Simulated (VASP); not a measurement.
# Ti (Fmmm) in VASP: single point with PBE

Aim: the single point of Ti with PBE.

All numbers are computed with VASP 6.6.1; they aren't measurements. Logs are shortened: lines on timing, memory, paths and dates and some standing lists are left out, and cuts for length are marked.

### 1 The cell of the first run

It takes space group Fmmm (No. 69, orthorhombic). The conventional cell has a = 4.112 Å, b = 4.304 Å, c = 4.400 Å, α = 90.00°, β = 90.00°, γ = 90.00°. Within 3.9 Å of Ti (site symmetry mmm) lie 12 Ti at 2.98 to 3.08 Å.

### 2 Single point, PBE (normal strain along x +0.0467, normal strain along y +0.0700)

File INCAR:

```
SYSTEM = Ti
ALGO     = Fast           ! electronic algorithm
EDIFF    = 1E-6           ! SCF threshold, eV
ENCUT    = 520            ! plane-wave cutoff, eV
GGA      = PE             ! functional
ISIF     = 2              ! what is computed and relaxed
ISMEAR   = 0              ! smearing method
LASPH    = .True.         ! aspherical terms in the spheres
LCHARG   = .False.        ! write CHGCAR
LREAL    = .False.        ! projectors in reciprocal space
LWAVE    = .False.        ! write WAVECAR
NBANDS   = 12             ! bands
NELM     = 100            ! most SCF steps
PREC     = Accurate       ! precision mode
SIGMA    = 0.15           ! smearing width, eV
```

File KPOINTS:

```
k-points
0
Gamma
  18 18 18
  0 0 0
```

File POSCAR:

```
Ti
1.0
    0.0000000000      2.1997685429      2.0558584513
    2.1518670410      0.0000000000      2.0558584513
    2.1518670410      2.1997685429      0.0000000000
Ti
1
Direct
    0.0000000000      0.0000000000      0.0000000000
```

Potentials or basis: VASP PAW PBE potentials, release 64 (Ti_sv).

Command:

```
cat potpaw_PBE.64/Ti_sv/POTCAR > POTCAR
mpirun -np 1 vasp_std > vasp.out
```

OUTCAR:

```text
SYSTEM = Ti
   EDIFF = 1E-6
   ENCUT = 520
   GGA = PE
   ISIF = 2
   ISMEAR = 0
   LASPH = .True.
   LREAL = .False.
   NELM = 100
   PREC = Accurate

 ion  position               nearest neighbor table
   1  0.000  0.000  0.000-

  LATTYP: Found a face centered orthorhombic cell.
 ALAT       =     4.1117169026
 B/A-ratio  =     1.0467000000
 C/A-ratio  =     1.0700000000

  Lattice vectors:

 A1 = (   2.1518670410,   2.1997685429,   0.0000000000)
 A2 = (   0.0000000000,   2.1997685429,   2.0558584513)
 A3 = (   2.1518670410,   0.0000000000,   2.0558584513)

Analysis of symmetry for initial positions (statically):
=====================================================================
 Subroutine PRICEL returns:
 Original cell was already a primitive cell.

 Routine SETGRP: Setting up the symmetry group for a
 face centered orthorhombic supercell.

 Subroutine GETGRP returns: Found  8 space group operations
 (whereof  8 operations were pure point group operations)
 out of a pool of  8 trial point group operations.

The static configuration has the point symmetry D_2h.

Analysis of symmetry for dynamics (positions and initial velocities):
=====================================================================
 Subroutine PRICEL returns:
 Original cell was already a primitive cell.

 Routine SETGRP: Setting up the symmetry group for a
 face centered orthorhombic supercell.

 Subroutine GETGRP returns: Found  8 space group operations
 (whereof  8 operations were pure point group operations)
 out of a pool of  8 trial point group operations.

The dynamic configuration has the point symmetry D_2h.

 Subroutine INISYM returns: Found  8 space group operations
 (whereof  8 operations are pure point group operations),
 and found     1 'primitive' translations

----------------------------------------------------------------------------------------

                                     Primitive cell

  volume of cell :      19.4633

  direct lattice vectors                    reciprocal lattice vectors
     0.000000000  2.199768543  2.055858451    -0.232356363  0.227296641  0.243207405
     2.151867041  0.000000000  2.055858451     0.232356363 -0.227296641  0.243207405
     2.151867041  2.199768543  0.000000000     0.232356363  0.227296641 -0.243207405

  length of vectors
     3.010902791  2.976085640  3.077257449     0.405959462  0.405959462  0.405959462

[... 71 lines left out ...]
   ICHARG =      2    charge: 1-file 2-atom 10-const
   ISPIN  =      1    spin polarized calculation?
   LNONCOLLINEAR =      F non collinear calculations
   LSORBIT =      F    spin-orbit coupling
   LASPH  =      T    aspherical Exc in radial PAW
   ENCUT  =  520.0 eV  38.22 Ry    6.18 a.u.   5.60  5.53  5.72*2*pi/ulx,y,z
   NELM   =    100;   NELMIN=  2; NELMDL= -5     # of ELM steps
   EDIFF  = 0.1E-05   stopping-criterion for ELM
   LREAL  =      F    real-space projection
[... 7 lines left out ...]
   TEBEG  =    0.0;   TEEND  =   0.0 temperature during run
   PSTRESS=    0.0 pullay stress
   NELECT =      12.0000    total number of electrons
   NUPDOWN=      -1.0000    fix difference up-down
   EMIN   =  10.00;   EMAX   =-10.00  energy-range for DOS
   EFERMI =   0.00;   METHOD = LEGACY
   ISMEAR =     0;   SIGMA  =   0.15  broadening in eV -4-tet -1-fermi 0-gaus
   EFERMI_NEDOS =   21; number of points for ismear=-14 and -15
   IALGO  =     68    algorithm
   IMIX   =      4    mixing-type and parameters
     AMIX     =   0.40;   BMIX     =  1.00
     AMIX_MAG =   1.60;   BMIX_MAG =  1.00
  volume/ion in A,a.u.               =      19.46       131.34
  Fermi-wavevector in a.u.,A,eV,Ry     =   1.393360  2.633069 26.415063  1.941452
  Thomas-Fermi vector in A             =   2.517014
   LORBIT       =      0    0 simple, 1 ext, 2 COOP (PROOUT), +10 PAW based schemes
   GGA     = PE    functional components
   LHFCALC =     F    Hartree Fock is set to
   AEXX    =    0.0000 exact exchange contribution
   IVDW    =     0    specifies the selected vdW correction
   LEPSILON=     F    determine dielectric tensor
   LRPA    =     F    only Hartree local field effects (RPA)
 non-spin polarized calculation
 RMM-DIIS sequential band-by-band and
 Gauss-broadening in eV      SIGMA  =   0.15
  energy-cutoff  :      520.00
  volume of cell :       19.46
 maximum number of plane-waves:       539
   NGX = 11   NGY = 11   NGZ = 11

 number of electron      12.0000004 magnetization

 Free energy of the ion-electron system (eV)
  ---------------------------------------------------
  ext. energy  EPLUGINS =         0.00000000
  ---------------------------------------------------
  free energy    TOTEN  =        -7.71156705 eV

  energy without entropy =       -7.68793424  energy(sigma->0) =       -7.69975064

 E-fermi :   7.0548     XC(G=0): -10.9740

 val. band max:        7.0546852756   @ k =   0.5000   0.1111   0.2778
 cond. band min:       7.0566334211   @ k =  -0.1667   0.1667   0.3333
 fundamental gap:      0.0019481454
 Fermi energy:         7.0548241777

 k-point     1 :       0.0000    0.0000    0.0000
  band No.  band energies     occupation
      1     -49.8535      2.00000
      2     -25.8250      2.00000
      3     -25.8205      2.00000
      4     -25.8148      2.00000
      5       1.2601      2.00000
      6       7.6661      0.00000
      7       7.8298      0.00000
      8       8.1174      0.00000
      9       9.0092      0.00000
     10       9.4557      0.00000
     11      21.7352      0.00000
     12      25.0563      0.00000
[... 331 lines left out ...]
 k-point    24 :      -0.2222    0.0556   -0.0000
  band No.  band energies     occupation
      1     -49.8170      2.00000
      2     -26.0331      2.00000
      3     -25.8585      2.00000
      4     -25.8507      2.00000
      5       2.8428      2.00000
      6       7.1628      0.30862
      7       7.9672      0.00000
      8       8.2478      0.00000
      9       9.0111      0.00000
     10       9.5489      0.00000
     11      19.1917      0.00000
     12      22.2679      0.00000

 [... further k-points ...]
[... 5 lines left out ...]
  --------------------------------------------------------------------------------------
  -------------------------------------------------------------------------------------
  Total       -1.2255066     -1.3138032     -1.0577627      0.0000000      0.0000000      0.0000000
  in kB     -100.8812860   -108.1496894    -87.0729406      0.0000000      0.0000000      0.0000000
  external PRESSURE =     -98.7013053 kB  Pullay stress =       0.0000000 kB

 VOLUME and BASIS-vectors are now :
 -----------------------------------------------------------------------------
  energy-cutoff  :      520.00
  volume of cell :       19.46
      direct lattice vectors                 reciprocal lattice vectors
     0.000000000  2.199768543  2.055858451    -0.232356363  0.227296641  0.243207405
     2.151867041  0.000000000  2.055858451     0.232356363 -0.227296641  0.243207405
     2.151867041  2.199768543  0.000000000     0.232356363  0.227296641 -0.243207405

 POSITION                                       TOTAL-FORCE (eV/Angst)
 -----------------------------------------------------------------------------------
      0.00000      0.00000      0.00000        -0.000000      0.000000      0.000000
 -----------------------------------------------------------------------------------
    total drift:                               -0.000000      0.000000      0.000000

  FREE ENERGIE OF THE ION-ELECTRON SYSTEM (eV)
  ---------------------------------------------------
  free  energy   TOTEN  =        -7.7115670532 eV

  energy  without entropy=       -7.6879342365  energy(sigma->0) =       -7.69975064
```

OSZICAR:

```text
N       E                     dE             d eps       ncg     rms          rms(c)
DAV:   1     0.869291279585E+02    0.86929E+02   -0.65141E+03 20796   0.117E+03
DAV:   2    -0.439924112005E+01   -0.91328E+02   -0.89007E+02 21232   0.294E+02
DAV:   3    -0.881470420157E+01   -0.44155E+01   -0.43642E+01 29568   0.658E+01
[... 11 lines left out ...]
RMM:  15    -0.771155440832E+01   -0.15432E-04   -0.13114E-04 31250   0.644E-02    0.134E-02
RMM:  16    -0.771156179774E+01   -0.73894E-05   -0.64848E-05 28277   0.452E-02    0.848E-03
RMM:  17    -0.771156494034E+01   -0.31426E-05   -0.29903E-05 27249   0.418E-02    0.138E-02
RMM:  18    -0.771156643865E+01   -0.14983E-05   -0.17137E-05 23775   0.230E-02    0.134E-02
RMM:  19    -0.771156705316E+01   -0.61451E-06   -0.77566E-06 20558   0.141E-02
   1 F= -.77115671E+01 E0= -.76997506E+01  d E =-.236328E-01
```

stdout:

```text
POSCAR found type information on POSCAR Ti
 POSCAR found :  1 types and       1 ions
 scaLAPACK will be used
 LDA part: xc-table for (Slater+PW92), standard interpolation
 POSCAR, INCAR and KPOINTS ok, starting setup
 FFT: planning ... GRIDC
 FFT: planning ... GRID_SOFT
 FFT: planning ... GRID
 WAVECAR not read
 entering main loop
WARNING in EDDRMM: call to ZHEGV failed, returncode =   6  3      8
WARNING in EDDRMM: call to ZHEGV failed, returncode =   6  3      7
WARNING in EDDRMM: call to ZHEGV failed, returncode =   6  3      6
WARNING in EDDRMM: call to ZHEGV failed, returncode =   6  3      6
WARNING in EDDRMM: call to ZHEGV failed, returncode =   6  3      8
WARNING in EDDRMM: call to ZHEGV failed, returncode =   6  3      8
WARNING in EDDRMM: call to ZHEGV failed, returncode =   6  3      5
WARNING in EDDRMM: call to ZHEGV failed, returncode =   6  3      9
WARNING in EDDRMM: call to ZHEGV failed, returncode =   8  4      5
WARNING in EDDRMM: call to ZHEGV failed, returncode =   6  3     10
WARNING in EDDRMM: call to ZHEGV failed, returncode =   8  4      6
```

Run time: 2.8 min. Hardware: 1 thread of Intel Xeon 6975P-C, shared host; peak memory 0.3 GiB.

Results:

- Free energy: -7.7116 eV
- Pressure: -9.9 GPa
- Band gap on the k mesh: zero (band 6 reaches 7.75 eV, above the bottom of band 7 at 6.59 eV)

Stress tensor (GPa, compression positive):
```
-10.09   0.00   0.00
  0.00 -10.81   0.00
  0.00   0.00  -8.71
```

Caveat: the cell differs from its parent crystal (normal strain along x +0.0467, normal strain along y +0.0700).
